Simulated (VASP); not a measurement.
Write the native input for VASP 6.6.1 that does the following.

- Task: single point
- Functional: PBEsol
- Potentials or basis: VASP PAW PBE potentials, release 64 (Sr_sv)
- Cutoff: 520 eV
- k mesh: 6 × 6 × 9
- Occupations: fermi-dirac, width 0.1 eV
- Spin: no spin polarisation
- Dipole correction: no
- Further INCAR settings: ALGO = Normal; EDIFF = 1e-06; NBANDS = 22

The structure of Sr lies in POSCAR:

```
Sr
1.0
    6.8174207830      0.0000000000      0.0000000000
   -3.4087103915      5.9040595863      0.0000000000
    0.0000000000      0.0000000000      4.0667151915
Sr
3
Direct
    0.0000000000      1.0000000000      0.0000000000
    0.3333333333      0.6666666667      0.5000000000
    0.6666666667      0.3333333333      0.5000000000
```

This isn't the form of Sr at room conditions, which is fcc.

These files were run (other wordings do the same):

INCAR

```
SYSTEM = Sr
ALGO = Normal ; EDIFF = 1E-6
ENCUT = 520 ; GGA = PS
ISIF = 2 ; ISMEAR = -1
LASPH = .TRUE. ; LCHARG = .FALSE.
LREAL = .FALSE. ; LWAVE = .FALSE.
NBANDS = 22 ; NELM = 60
PREC = Accurate ; SIGMA = 0.1
```

KPOINTS

```
k-points
0
G
  6 6 9
  0 0 0
```

Potentials or basis: VASP PAW PBE potentials, release 64 (Sr_sv).

Launch:

```console
$ cat potpaw_PBE.64/Sr_sv/POTCAR > POTCAR
$ mpirun -np 1 vasp_std > vasp.out
```

Results of the run:

```
Pressure               : -0.4 GPa
Band gap on the k mesh : zero (bands 15 and 16 overlap by 0.13 eV)
```

Caveat: the PAW data sets were made with another functional, which shifts forces and pressure a little.

It took 3.8 min on 1 thread of Intel Xeon 8259CL, on a shared host, peak memory 0.33 GiB.
